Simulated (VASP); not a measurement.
# C (Pm-3m) in VASP: further runs

C is run at these levels: r2SCAN; tasks: single point, relaxation of cell and atoms.

Everything below comes from runs of VASP 6.6.1. Logs are shortened: lines on timing, memory, paths and dates and some standing lists are left out, and cuts for length are marked.

### Step 1. The cell of the first run

The structure is cubic, space group Pm-3m (No. 221). Conventional cell: a = 1.770 Å, b = 1.770 Å, c = 1.770 Å, α = 90.00°, β = 90.00°, γ = 90.00°. C (site symmetry m-3m) has 6 C at 1.77 Å within 2.4 Å.

### Step 2. Single point, r2SCAN

POSCAR

```
C
1.0
    1.7699689494      0.0000000000      0.0000000000
    0.0000000000      1.7699689494      0.0000000000
    0.0000000000      0.0000000000      1.7699689494
C
1
Direct
    0.0000000000      0.0000000000      0.0000000000
```

INCAR.step1

```
SYSTEM = C
  PREC = Accurate
  ENCUT = 520
  ISMEAR = -1
  SIGMA = 0.1
  LREAL = .False.
  LASPH = .True.
  NELM = 80
  NBANDS = 8
  GGA = PE
  ALGO = Normal
  EDIFF = 1E-4
  LWAVE = .True.
  LCHARG = .False.
```

INCAR.step2

```
SYSTEM = C
  PREC = Accurate
  ENCUT = 520
  EDIFF = 1E-6
  ISMEAR = -1
  SIGMA = 0.1
  LREAL = .False.
  LASPH = .True.
  NELM = 80
  ALGO = Normal
  ISIF = 2
  LWAVE = .False.
  LCHARG = .False.
  METAGGA = R2SCAN
  LMIXTAU = .True.
  NBANDS = 8
  ISTART = 1
```

KPOINTS

```
Automatic mesh
0
Gamma
  29 29 29
  0 0 0
```

Potentials or basis: VASP PAW PBE potentials, release 64 (C).

On the command line:

```
$ cat potpaw_PBE.64/C/POTCAR > POTCAR
$ cp INCAR.step1 INCAR
$ mpirun -np 1 vasp_std > vasp.out
$ cp INCAR.step2 INCAR
$ mpirun -np 1 vasp_std > vasp.out
```

OUTCAR:

```text
SYSTEM = C
   PREC = Accurate
   ENCUT = 520
   EDIFF = 1E-6
   ISMEAR = -1
   LREAL = .False.
   LASPH = .True.
   NELM = 80
   ISIF = 2
   METAGGA = R2SCAN
   ISTART = 1

 ion  position               nearest neighbor table
   1  0.000  0.000  0.000-

  LATTYP: Found a simple cubic cell.
 ALAT       =     1.7699689494

  Lattice vectors:

 A1 = (   1.7699689494,   0.0000000000,   0.0000000000)
 A2 = (   0.0000000000,   1.7699689494,   0.0000000000)
 A3 = (   0.0000000000,   0.0000000000,   1.7699689494)

Analysis of symmetry for initial positions (statically):
=====================================================================
 Subroutine PRICEL returns:
 Original cell was already a primitive cell.

 Routine SETGRP: Setting up the symmetry group for a
 simple cubic supercell.

 Subroutine GETGRP returns: Found 48 space group operations
 (whereof 48 operations were pure point group operations)
 out of a pool of 48 trial point group operations.

The static configuration has the point symmetry O_h .

Analysis of symmetry for dynamics (positions and initial velocities):
=====================================================================
 Subroutine PRICEL returns:
 Original cell was already a primitive cell.

 Routine SETGRP: Setting up the symmetry group for a
 simple cubic supercell.

 Subroutine GETGRP returns: Found 48 space group operations
 (whereof 48 operations were pure point group operations)
 out of a pool of 48 trial point group operations.

The dynamic configuration has the point symmetry O_h .

 Subroutine INISYM returns: Found 48 space group operations
 (whereof 48 operations are pure point group operations),
 and found     1 'primitive' translations

----------------------------------------------------------------------------------------

                                     Primitive cell

  volume of cell :       5.5449

  direct lattice vectors                    reciprocal lattice vectors
     1.769968949  0.000000000  0.000000000     0.564981663  0.000000000  0.000000000
     0.000000000  1.769968949  0.000000000     0.000000000  0.564981663  0.000000000
     0.000000000  0.000000000  1.769968949     0.000000000  0.000000000  0.564981663

  length of vectors
     1.769968949  1.769968949  1.769968949     0.564981663  0.564981663  0.564981663

  position of ions in fractional coordinates (direct lattice)
     0.000000000  0.000000000  0.000000000

  ion indices of the primitive-cell ions
   primitive index   ion index
                 1           1

----------------------------------------------------------------------------------------

 KPOINTS: Automatic mesh

Automatic generation of k-mesh.
 Grid dimensions read from file:
 generate k-points for:   29   29   29

 Generating k-lattice:

  Cartesian coordinates                     Fractional coordinates (reciprocal lattice)
     0.019482126  0.000000000  0.000000000     0.034482759  0.000000000  0.000000000
     0.000000000  0.019482126  0.000000000     0.000000000  0.034482759  0.000000000
     0.000000000  0.000000000  0.019482126     0.000000000  0.000000000  0.034482759

  Length of vectors
     0.019482126  0.019482126  0.019482126

  Shift w.r.t. Gamma in fractional coordinates (k-lattice)
     0.000000000  0.000000000  0.000000000

 Subroutine IBZKPT returns following result:
 ===========================================

 Found    680 irreducible k-points:

 Following reciprocal coordinates:
            Coordinates               Weight
  0.000000  0.000000  0.000000      1.000000
  0.034483  0.000000  0.000000      6.000000
  0.068966  0.000000  0.000000      6.000000
  0.103448  0.000000  0.000000      6.000000
  0.137931  0.000000  0.000000      6.000000
  0.172414  0.000000  0.000000      6.000000
[... 16 lines left out ...]
  0.275862  0.034483  0.000000     24.000000
  0.310345  0.034483  0.000000     24.000000
 [... further k-points ...]
   k-points           NKPTS =    680   k-points in BZ     NKDIM =    680   number of bands    NBANDS=      8
   number of dos      NEDOS =    301   number of ions     NIONS =      1
   total plane-waves  NPLWV =   2744
   dimension x,y,z NGX =    14 NGY =   14 NGZ =   14
   dimension x,y,z NGXF=    28 NGYF=   28 NGZF=   28
   ions per type =               1
   NGX,Y,Z   is equivalent  to a cutoff of  13.15, 13.15, 13.15 a.u.
   NGXF,Y,Z  is equivalent  to a cutoff of  26.30, 26.30, 26.30 a.u.
 SYSTEM =  C
   PREC   = accura    normal or accurate (medium, high low for compatibility)
   ISTART =      1    job   : 0-new  1-cont  2-samecut
   ICHARG =      0    charge: 1-file 2-atom 10-const
   ISPIN  =      1    spin polarized calculation?
   LNONCOLLINEAR =      F non collinear calculations
   LSORBIT =      F    spin-orbit coupling
   LASPH  =      T    aspherical Exc in radial PAW
   ENCUT  =  520.0 eV  38.22 Ry    6.18 a.u.   3.29  3.29  3.29*2*pi/ulx,y,z
   NELM   =     80;   NELMIN=  2; NELMDL=  0     # of ELM steps
   EDIFF  = 0.1E-05   stopping-criterion for ELM
   LREAL  =      F    real-space projection
   EDIFFG = 0.1E-04   stopping-criterion for IOM
   NSW    =      0    number of steps for IOM
   IBRION =     -1    ionic relax: 0-MD 1-quasi-New 2-CG
   NFREE  =      0    steps in history (QN), initial steepest desc. (CG)
   ISIF   =      2    stress and relaxation
   ISYM   =      2    0-nonsym 1-usesym 2-fastsym
   POTIM  = 0.5000    time-step for ionic-motion
   TEBEG  =    0.0;   TEEND  =   0.0 temperature during run
   PSTRESS=    0.0 pullay stress
   NELECT =       4.0000    total number of electrons
   NUPDOWN=      -1.0000    fix difference up-down
   EMIN   =  10.00;   EMAX   =-10.00  energy-range for DOS
   EFERMI =   0.00;   METHOD = LEGACY
   ISMEAR =    -1;   SIGMA  =   0.10  broadening in eV -4-tet -1-fermi 0-gaus
   EFERMI_NEDOS =   21; number of points for ismear=-14 and -15
   IALGO  =     38    algorithm
   IMIX   =      4    mixing-type and parameters
     AMIX     =   0.40;   BMIX     =  1.00
     AMIX_MAG =   1.60;   BMIX_MAG =  1.00
  volume/ion in A,a.u.               =       5.54        37.42
  Fermi-wavevector in a.u.,A,eV,Ry     =   1.468236  2.774564 29.330307  2.155717
  Thomas-Fermi vector in A             =   2.583758
   LORBIT       =      0    0 simple, 1 ext, 2 COOP (PROOUT), +10 PAW based schemes
   METAGGA = R2SCAN    functional components
   LHFCALC =     F    Hartree Fock is set to
   AEXX    =    0.0000 exact exchange contribution
   IVDW    =     0    specifies the selected vdW correction
   LEPSILON=     F    determine dielectric tensor
   LRPA    =     F    only Hartree local field effects (RPA)
 non-spin polarized calculation
  energy-cutoff  :      520.00
  volume of cell :        5.54
 maximum number of plane-waves:       159
 NGX is ok and might be reduce to    14
   NGX =  7   NGY =  7   NGZ =  7

 number of electron       4.0000000 magnetization

 Free energy of the ion-electron system (eV)
  ---------------------------------------------------
  ext. energy  EPLUGINS =         0.00000000
  ---------------------------------------------------
  free energy    TOTEN  =        -7.03670020 eV

  energy without entropy =       -7.02718019  energy(sigma->0) =       -7.03194020

 E-fermi :  10.9659     XC(G=0): -14.9387

 val. band max:       10.9573228324   @ k =   0.4483   0.3793   0.0345
 cond. band min:      10.9755615073   @ k =   0.4483   0.3793   0.3793
 fundamental gap:      0.0182386749
 Fermi energy:        10.9658676855

 k-point     1 :       0.0000    0.0000    0.0000
  band No.  band energies     occupation
      1     -12.4760      2.00000
      2      21.0324      0.00000
      3      21.0324      0.00000
      4      21.0324      0.00000
      5      37.5597      0.00000
      6      37.5597      0.00000
      7      44.1917      0.00000
      8      70.0324      0.00000

 k-point     2 :       0.0345    0.0000    0.0000
  band No.  band energies     occupation
      1     -12.4268      2.00000
      2      20.6368      0.00000
      3      21.0662      0.00000
      4      21.0662      0.00000
      5      37.6145      0.00000
      6      37.9873      0.00000
      7      44.1925      0.00000
      8      69.6999      0.00000

 k-point     3 :       0.0690    0.0000    0.0000
  band No.  band energies     occupation
      1     -12.2791      2.00000
      2      19.5652      0.00000
      3      21.1671      0.00000
      4      21.1671      0.00000
      5      37.7787      0.00000
      6      39.1455      0.00000
      7      44.2031      0.00000
      8      68.7586      0.00000

 k-point     4 :       0.1034    0.0000    0.0000
  band No.  band energies     occupation
      1     -12.0333      2.00000
      2      18.0432      0.00000
      3      21.3310      0.00000
      4      21.3310      0.00000
      5      38.0513      0.00000
      6      40.7495      0.00000
      7      44.2660      0.00000
      8      67.3236      0.00000

 k-point     5 :       0.1379    0.0000    0.0000
  band No.  band energies     occupation
      1     -11.6890      2.00000
      2      16.2689      0.00000
      3      21.5569      0.00000
      4      21.5569      0.00000
      5      38.4310      0.00000
      6      42.3691      0.00000
      7      44.5948      0.00000
      8      65.6036      0.00000
[... 177 lines left out ...]
 k-point    22 :       0.2414    0.0345    0.0000
  band No.  band energies     occupation
      1     -10.0211      2.00000
      2      10.5173      1.97772
      3      22.2111      0.00000
      4      22.5587      0.00000
      5      40.4782      0.00000
      6      43.2565      0.00000
      7      49.5962      0.00000
      8      59.6507      0.00000

 k-point    23 :       0.2759    0.0345    0.0000
  band No.  band energies     occupation
      1      -9.2874      2.00000
      2       8.6110      2.00000
      3      22.6067      0.00000
      4      22.9428      0.00000
      5      41.2351      0.00000
      6      43.1232      0.00000
      7      51.2931      0.00000
      8      57.9396      0.00000

 k-point    24 :       0.3103    0.0345    0.0000
  band No.  band energies     occupation
      1      -8.4577      2.00000
      2       6.7547      2.00000
      3      23.0085      0.00000
      4      23.3324      0.00000
      5      42.0639      0.00000
      6      42.9656      0.00000
      7      52.6906      0.00000
      8      56.3888      0.00000

 [... further k-points ...]
[... 5 lines left out ...]
  --------------------------------------------------------------------------------------
  -------------------------------------------------------------------------------------
  Total        0.1339970      0.1339970      0.1339970      0.0000000      0.0000000      0.0000000
  in kB       38.7176165     38.7176165     38.7176165      0.0000000      0.0000000      0.0000000
  external PRESSURE =      38.7176165 kB  Pullay stress =       0.0000000 kB

 VOLUME and BASIS-vectors are now :
 -----------------------------------------------------------------------------
  energy-cutoff  :      520.00
  volume of cell :        5.54
      direct lattice vectors                 reciprocal lattice vectors
     1.769968949  0.000000000  0.000000000     0.564981663  0.000000000  0.000000000
     0.000000000  1.769968949  0.000000000     0.000000000  0.564981663  0.000000000
     0.000000000  0.000000000  1.769968949     0.000000000  0.000000000  0.564981663

 POSITION                                       TOTAL-FORCE (eV/Angst)
 -----------------------------------------------------------------------------------
      0.00000      0.00000      0.00000         0.000000      0.000000      0.000000
 -----------------------------------------------------------------------------------
    total drift:                               -0.000000     -0.000000     -0.000000

  FREE ENERGIE OF THE ION-ELECTRON SYSTEM (eV)
  ---------------------------------------------------
  free  energy   TOTEN  =        -7.0367002018 eV

  energy  without entropy=       -7.0271801928  energy(sigma->0) =       -7.03194020
```

Run time: 18 s. Hardware: 1 thread of Intel Xeon 6975P-C (Granite Rapids), shared host; peak memory 0.13 GiB.

What came out:

```yaml
Free_energy: -7.0367 eV
Pressure: 3.9 GPa
Band_gap_on_the_k_mesh: zero (bands 2 and 3 overlap by 13.05 eV)
```

Caveat: the cell stands under pressure; the PAW data sets were made with another functional, which shifts forces and pressure a little.

### Step 3. Relaxation of cell and atoms, r2SCAN

This run uses another cell than the first one, of 7.15 Å³/atom.

POSCAR

```
C
1.0
    1.9260827495      0.0000000000      0.0000000000
    0.0000000000      1.9260827495      0.0000000000
    0.0000000000      0.0000000000      1.9260827495
C
1
Direct
    0.0000000000      0.0000000000      0.0000000000
```

INCAR.step1

```
ALGO = Normal
EDIFF = 1E-4
ENCUT = 600
GGA = PE
ISMEAR = -1
LASPH = True
LCHARG = False
LREAL = False
LWAVE = True
NELM = 60
PREC = Accurate
SIGMA = 0.1
```

INCAR.step2

```
ALGO = Normal
EDIFF = 1E-6
EDIFFG = -0.01
ENCUT = 600
IBRION = 2
ISIF = 3
ISMEAR = -1
ISTART = 1
LASPH = True
LCHARG = False
LMIXTAU = True
LREAL = False
LWAVE = False
METAGGA = R2SCAN
NELM = 60
NSW = 80
PREC = Accurate
SIGMA = 0.1
```

KPOINTS

```
k-points
0
Gamma
  16 16 16
```

Potentials or basis: VASP PAW PBE potentials, release 64 (C).

On the command line:

```
$ cat potpaw_PBE.64/C/POTCAR > POTCAR
$ cp INCAR.step1 INCAR
$ mpirun -np 1 vasp_std > vasp.out
$ cp INCAR.step2 INCAR
$ mpirun -np 1 vasp_std > vasp.out
```

Wall time 22 s (1 thread of Intel Xeon 6975P-C (Granite Rapids), shared host); peak memory 0.11 GiB.

It converged, with:

* Free energy: -7.0323 eV
* Relaxed volume: 5.54 Å³/atom
* Relaxed cell: a = 1.770 Å, b = 1.770 Å, c = 1.770 Å, α = 90.00°, β = 90.00°, γ = 90.00°
* Space group after relaxing (to 0.1 Å): Pm-3m (No. 221)
* Energy gained by relaxing: 285.3 meV/atom
* Ionic steps: 6
* Pressure after relaxing: -0.2 GPa
* Band gap on the k mesh: zero (bands 2 and 3 overlap by 13.26 eV)

The path:
```tsv
step	energy change (eV)	largest force (eV/Å)	pressure (GPa)	volume (Å³)
1	0.0000	0.0000	-46.44	7.15
2	-0.2626	0.0000	23.36	5.21
3	-0.2853	0.0000	-0.65	5.56
4	-0.2853	0.0000	1.00	5.53
5	-0.2853	0.0000	-0.51	5.55
6	-0.2853	0.0000	-0.24	5.54
```

Final structure:
```
C
1.0
     1.76996    0.00000    0.00000
     0.00000    1.76996    0.00000
     0.00000    0.00000    1.76996
C
1
Direct
  0.00000 0.00000 0.00000
```

Levels at points of the mesh, in eV from the Fermi level:
```tsv
k point	band 1	band 2	band 3	band 4	band 5	band 6
(0.00, 0.00, 0.00)	-23.49	10.02	10.02	10.02	26.55	26.55
(0.50, 0.00, 0.00)	-13.68	-12.80	13.61	13.61	31.78	34.63
(0.50, 0.50, 0.00)	-6.44	-6.44	-3.24	8.86	16.54	44.17
(0.50, 0.50, 0.50)	-1.08	-1.08	-1.08	8.86	18.28	18.28
```

Caveat: the volume moved by over 15 % at a fixed basis, so the end points are rough; the PAW data sets were made with another functional, which shifts forces and pressure a little.

The gap in the log of VASP goes by the Fermi energy; the results here count the filled bands.